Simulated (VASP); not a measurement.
# Ta3N (P-3m1) in VASP: single point with PBEsol

Aim: the single point of Ta3N with PBEsol.

Everything below comes from runs of VASP 6.6.1. Logs are shortened: lines on timing, memory, paths and dates and some standing lists are left out, and cuts for length are marked.

## 1. The cell of the first run

It takes space group P-3m1 (No. 164, trigonal). The conventional cell has a = 2.889 Å, b = 2.889 Å, c = 7.620 Å, α = 90.00°, β = 90.00°, γ = 120.00°. Ta (site symmetry -3m) has 12 Ta at 2.89 to 2.92 Å and 2 N at 3.81 Å within 3.9 Å. Within 3.0 Å of Ta (site symmetry 3m) lie 3 N at 2.18 Å and 9 Ta at 2.89 to 2.92 Å. Within 2.9 Å of N (site symmetry -3m) lie 6 Ta at 2.18 Å and 6 N at 2.89 Å.

## 2. Single point, PBEsol (strained)

INCAR

```
PREC = Accurate ; ENCUT = 520
EDIFF = 1E-6 ; ISMEAR = 0
SIGMA = 0.1 ; LREAL = F
LASPH = T ; NELM = 60
ALGO = Normal ; ISIF = 2
LWAVE = F ; LCHARG = F
GGA = PS ; NBANDS = 27
```

KPOINTS

```
regular mesh
0
Gamma
  15 15 6
```

POSCAR

```
Ta3N
1.0
    2.8888301155      0.0000000000      0.0000000000
   -1.4444150578      2.5018002673      0.0000000000
    0.0000000000      0.0000000000      7.6197687813
Ta N
3 1
Direct
    0.0000000000      0.0000000000      0.5000000000
    0.3333333300      0.6666666700      0.1852074148
    0.6666666700      0.3333333300      0.8147925852
    0.0000000000      0.0000000000      0.0000000000
```

Potentials or basis: VASP PAW PBE potentials, release 64 (Ta_pv, N).

Run with:

```bash
cat potpaw_PBE.64/Ta_pv/POTCAR potpaw_PBE.64/N/POTCAR > POTCAR
mpirun -np 1 vasp_std > vasp.out
```

OUTCAR:

```text
PREC = Accurate
   ENCUT = 520
   EDIFF = 1E-6
   ISMEAR = 0
   LREAL = F
   LASPH = T
   NELM = 60
   ISIF = 2
   GGA = PS

 ion  position               nearest neighbor table
   1  0.000  0.000  0.500-   2 2.92   3 2.92   3 2.92   2 2.92   3 2.92   2 2.92
   2  0.333  0.667  0.185-   4 2.18   4 2.18   4 2.18   1 2.92   1 2.92   1 2.92   3 3.28   3 3.28
                             3 3.28
   3  0.667  0.333  0.815-   4 2.18   4 2.18   4 2.18   1 2.92   1 2.92   1 2.92   2 3.28   2 3.28
                             2 3.28
   4  0.000  0.000  0.000-   2 2.18   3 2.18   3 2.18   2 2.18   3 2.18   2 2.18

  LATTYP: Found a hexagonal cell.
 ALAT       =     2.8888301155
 C/A-ratio  =     2.6376659328

  Lattice vectors:

 A1 = (   2.8888301155,   0.0000000000,   0.0000000000)
 A2 = (  -1.4444150578,   2.5018002673,   0.0000000000)
 A3 = (   0.0000000000,   0.0000000000,   7.6197687813)

Analysis of symmetry for initial positions (statically):
=====================================================================
 Subroutine PRICEL returns:
 Original cell was already a primitive cell.

 Routine SETGRP: Setting up the symmetry group for a
 hexagonal supercell.

 Subroutine GETGRP returns: Found 12 space group operations
 (whereof 12 operations were pure point group operations)
 out of a pool of 24 trial point group operations.

The static configuration has the point symmetry D_3d.

Analysis of symmetry for dynamics (positions and initial velocities):
=====================================================================
 Subroutine PRICEL returns:
 Original cell was already a primitive cell.

 Routine SETGRP: Setting up the symmetry group for a
 hexagonal supercell.

 Subroutine GETGRP returns: Found 12 space group operations
 (whereof 12 operations were pure point group operations)
 out of a pool of 24 trial point group operations.

The dynamic configuration has the point symmetry D_3d.

 Subroutine INISYM returns: Found 12 space group operations
 (whereof 12 operations are pure point group operations),
 and found     1 'primitive' translations

----------------------------------------------------------------------------------------

                                     Primitive cell

  volume of cell :      55.0702

  direct lattice vectors                    reciprocal lattice vectors
     2.888830115  0.000000000  0.000000000     0.346160889  0.199856082  0.000000000
    -1.444415058  2.501800267  0.000000000     0.000000000  0.399712165  0.000000000
     0.000000000  0.000000000  7.619768781     0.000000000  0.000000000  0.131237578

  length of vectors
     2.888830115  2.888830116  7.619768781     0.399712165  0.399712165  0.131237578

  position of ions in fractional coordinates (direct lattice)
     0.000000000  0.000000000  0.500000000
     0.333333330  0.666666670  0.185207415
     0.666666670  0.333333330  0.814792585
     0.000000000  0.000000000  0.000000000

  ion indices of the primitive-cell ions
   primitive index   ion index
                 1           1
                 2           2
                 3           3
                 4           4

----------------------------------------------------------------------------------------

 KPOINTS: regular mesh

Automatic generation of k-mesh.
 Grid dimensions read from file:
 generate k-points for:   15   15    6

 Generating k-lattice:

  Cartesian coordinates                     Fractional coordinates (reciprocal lattice)
     0.023077393  0.013323739  0.000000000     0.066666667  0.000000000  0.000000000
     0.000000000  0.026647478  0.000000000     0.000000000  0.066666667  0.000000000
     0.000000000  0.000000000  0.021872930     0.000000000  0.000000000  0.166666667

  Length of vectors
     0.026647478  0.026647478  0.021872930

  Shift w.r.t. Gamma in fractional coordinates (k-lattice)
     0.000000000  0.000000000  0.000000000

 Subroutine IBZKPT returns following result:
 ===========================================

 Found    146 irreducible k-points:

 Following reciprocal coordinates:
            Coordinates               Weight
  0.000000  0.000000  0.000000      1.000000
  0.066667 -0.000000  0.000000      6.000000
  0.133333 -0.000000  0.000000      6.000000
  0.200000  0.000000  0.000000      6.000000
  0.266667 -0.000000  0.000000      6.000000
  0.333333 -0.000000  0.000000      6.000000
[... 16 lines left out ...]
  0.333333  0.200000  0.000000     12.000000
  0.400000  0.200000  0.000000      6.000000
 [... further k-points ...]
   k-points           NKPTS =    146   k-points in BZ     NKDIM =    146   number of bands    NBANDS=     27
   number of dos      NEDOS =    301   number of ions     NIONS =      4
   total plane-waves  NPLWV =  34560
   dimension x,y,z NGX =    24 NGY =   24 NGZ =   60
   dimension x,y,z NGXF=    48 NGYF=   48 NGZF=  120
   ions per type =               3   1
   NGX,Y,Z   is equivalent  to a cutoff of  13.81, 13.81, 13.09 a.u.
   NGXF,Y,Z  is equivalent  to a cutoff of  27.62, 27.62, 26.18 a.u.
 SYSTEM =  unknown system
   PREC   = accura    normal or accurate (medium, high low for compatibility)
   ISTART =      0    job   : 0-new  1-cont  2-samecut
   ICHARG =      2    charge: 1-file 2-atom 10-const
   ISPIN  =      1    spin polarized calculation?
   LNONCOLLINEAR =      F non collinear calculations
   LSORBIT =      F    spin-orbit coupling
   LASPH  =      T    aspherical Exc in radial PAW
   ENCUT  =  520.0 eV  38.22 Ry    6.18 a.u.   5.37  5.37 14.17*2*pi/ulx,y,z
   NELM   =     60;   NELMIN=  2; NELMDL= -5     # of ELM steps
   EDIFF  = 0.1E-05   stopping-criterion for ELM
   LREAL  =      F    real-space projection
   EDIFFG = 0.1E-04   stopping-criterion for IOM
   NSW    =      0    number of steps for IOM
   IBRION =     -1    ionic relax: 0-MD 1-quasi-New 2-CG
   NFREE  =      0    steps in history (QN), initial steepest desc. (CG)
   ISIF   =      2    stress and relaxation
   ISYM   =      2    0-nonsym 1-usesym 2-fastsym
   POTIM  = 0.5000    time-step for ionic-motion
   TEBEG  =    0.0;   TEEND  =   0.0 temperature during run
   PSTRESS=    0.0 pullay stress
   NELECT =      38.0000    total number of electrons
   NUPDOWN=      -1.0000    fix difference up-down
   EMIN   =  10.00;   EMAX   =-10.00  energy-range for DOS
   EFERMI =   0.00;   METHOD = LEGACY
   ISMEAR =     0;   SIGMA  =   0.10  broadening in eV -4-tet -1-fermi 0-gaus
   EFERMI_NEDOS =   21; number of points for ismear=-14 and -15
   IALGO  =     38    algorithm
   IMIX   =      4    mixing-type and parameters
     AMIX     =   0.40;   BMIX     =  1.00
     AMIX_MAG =   1.60;   BMIX_MAG =  1.00
  volume/ion in A,a.u.               =      13.77        92.91
  Fermi-wavevector in a.u.,A,eV,Ry     =   1.446651  2.733775 28.474276  2.092800
  Thomas-Fermi vector in A             =   2.564696
   LORBIT       =      0    0 simple, 1 ext, 2 COOP (PROOUT), +10 PAW based schemes
   GGA     = PS    functional components
   LHFCALC =     F    Hartree Fock is set to
   AEXX    =    0.0000 exact exchange contribution
   IVDW    =     0    specifies the selected vdW correction
   LEPSILON=     F    determine dielectric tensor
   LRPA    =     F    only Hartree local field effects (RPA)
 non-spin polarized calculation
 Gauss-broadening in eV      SIGMA  =   0.10
  energy-cutoff  :      520.00
  volume of cell :       55.07
 maximum number of plane-waves:      1510
 NGX is ok and might be reduce to    24
   NGX = 11   NGY = 11   NGZ = 29

 number of electron      38.0000000 magnetization

 Free energy of the ion-electron system (eV)
  ---------------------------------------------------
  ext. energy  EPLUGINS =         0.00000000
  ---------------------------------------------------
  free energy    TOTEN  =       -48.17382915 eV

  energy without entropy =      -48.15375161  energy(sigma->0) =      -48.16379038

 E-fermi :   7.0758     XC(G=0): -13.2663

 val. band max:        7.0702580005   @ k =   0.3333   0.2000   0.0000
 cond. band min:       7.0762415488   @ k =   0.0000   0.0000   0.3333
 fundamental gap:      0.0059835483
 Fermi energy:         7.0758347038

 k-point     1 :       0.0000    0.0000    0.0000
  band No.  band energies     occupation
      1     -27.7308      2.00000
      2     -27.6215      2.00000
      3     -26.8832      2.00000
      4     -26.8832      2.00000
      5     -26.8737      2.00000
      6     -26.8737      2.00000
[... 19 lines left out ...]
     26       9.9968      0.00000
     27      11.7648      0.00000

 k-point     2 :       0.0667   -0.0000    0.0000
  band No.  band energies     occupation
      1     -27.7211      2.00000
      2     -27.6098      2.00000
      3     -26.9419      2.00000
      4     -26.9237      2.00000
      5     -26.8985      2.00000
      6     -26.8820      2.00000
[... 19 lines left out ...]
     26      10.0581      0.00000
     27      11.7441      0.00000

 k-point     3 :       0.1333   -0.0000    0.0000
  band No.  band energies     occupation
      1     -27.6950      2.00000
      2     -27.5779      2.00000
      3     -27.0926      2.00000
      4     -27.0664      2.00000
      5     -26.9374      2.00000
      6     -26.9093      2.00000
[... 19 lines left out ...]
     26      10.1987      0.00000
     27      11.7242      0.00000

 k-point     4 :       0.2000    0.0000    0.0000
  band No.  band energies     occupation
      1     -27.6641      2.00000
      2     -27.5416      2.00000
      3     -27.2891      2.00000
      4     -27.2676      2.00000
      5     -26.9915      2.00000
      6     -26.9519      2.00000
[... 19 lines left out ...]
     26      10.4129      0.00000
     27      11.7794      0.00000
[... 516 lines left out ...]
      4     -27.3323      2.00000
      5     -27.3206      2.00000
      6     -27.2994      2.00000
[... 19 lines left out ...]
     26      12.4284      0.00000
     27      13.3058      0.00000

 k-point    23 :       0.3333    0.2000    0.0000
  band No.  band energies     occupation
      1     -27.8982      2.00000
      2     -27.8773      2.00000
      3     -27.5104      2.00000
      4     -27.4024      2.00000
      5     -27.3697      2.00000
      6     -27.3067      2.00000
[... 19 lines left out ...]
     26      12.3213      0.00000
     27      13.1969      0.00000

 k-point    24 :       0.4000    0.2000    0.0000
  band No.  band energies     occupation
      1     -27.9194      2.00000
      2     -27.8955      2.00000
      3     -27.5102      2.00000
      4     -27.4302      2.00000
      5     -27.3949      2.00000
      6     -27.3019      2.00000
[... 19 lines left out ...]
     26      12.1054      0.00000
     27      12.8527      0.00000

 [... further k-points ...]

------------------------ aborting loop because EDIFF is reached ----------------------------------------

  FORCE on cell =-STRESS in cart. coord.  units (eV):
  Direction    XX          YY          ZZ          XY          YZ          ZX
  --------------------------------------------------------------------------------------
  -------------------------------------------------------------------------------------
  Total        5.0519235      5.0519235      2.7478770     -0.0000000     -0.0000000      0.0000000
  in kB      146.9775199    146.9775199     79.9450254     -0.0000000     -0.0000000      0.0000000
  external PRESSURE =     124.6333551 kB  Pullay stress =       0.0000000 kB

 VOLUME and BASIS-vectors are now :
 -----------------------------------------------------------------------------
  energy-cutoff  :      520.00
  volume of cell :       55.07
      direct lattice vectors                 reciprocal lattice vectors
     2.888830115  0.000000000  0.000000000     0.346160889  0.199856082  0.000000000
    -1.444415058  2.501800267  0.000000000     0.000000000  0.399712165  0.000000000
     0.000000000  0.000000000  7.619768781     0.000000000  0.000000000  0.131237578

 POSITION                                       TOTAL-FORCE (eV/Angst)
 -----------------------------------------------------------------------------------
      0.00000      0.00000      3.80988         0.000000      0.000000      0.000000
     -0.00000      1.66787      1.41124         0.000000      0.000000     -1.388631
      1.44442      0.83393      6.20853        -0.000000     -0.000000      1.388631
      0.00000      0.00000      0.00000         0.000000      0.000000      0.000000
 -----------------------------------------------------------------------------------
    total drift:                               -0.000000      0.000000      0.000000

  FREE ENERGIE OF THE ION-ELECTRON SYSTEM (eV)
  ---------------------------------------------------
  free  energy   TOTEN  =       -48.1738291513 eV

  energy  without entropy=      -48.1537516095  energy(sigma->0) =      -48.16379038
```

It took 2.1 min on 1 thread of AMD EPYC 9R45 (Zen 5), shared host; peak memory 0.28 GiB.

What came out:

* Free energy: -48.1738 eV
* Pressure: 12.5 GPa
* Largest force: 1.389 eV/Å
* Band gap on the k mesh: zero (bands 19 and 20 overlap by 0.68 eV)

Forces on the atoms (eV/Å):
```
Ta   0.000  0.000  0.000
Ta   0.000  0.000 -1.389
Ta   0.000  0.000  1.389
N    0.000  0.000  0.000
```

Stress tensor (GPa, compression positive):
```
14.70  0.00  0.00
 0.00 14.70  0.00
 0.00  0.00  7.99
```

Caveat: the cell differs from its parent crystal (strained); the cell stands under pressure; the PAW data sets were made with another functional, which shifts forces and pressure a little; spin-orbit coupling is left out, which moves the levels of the heavy elements.
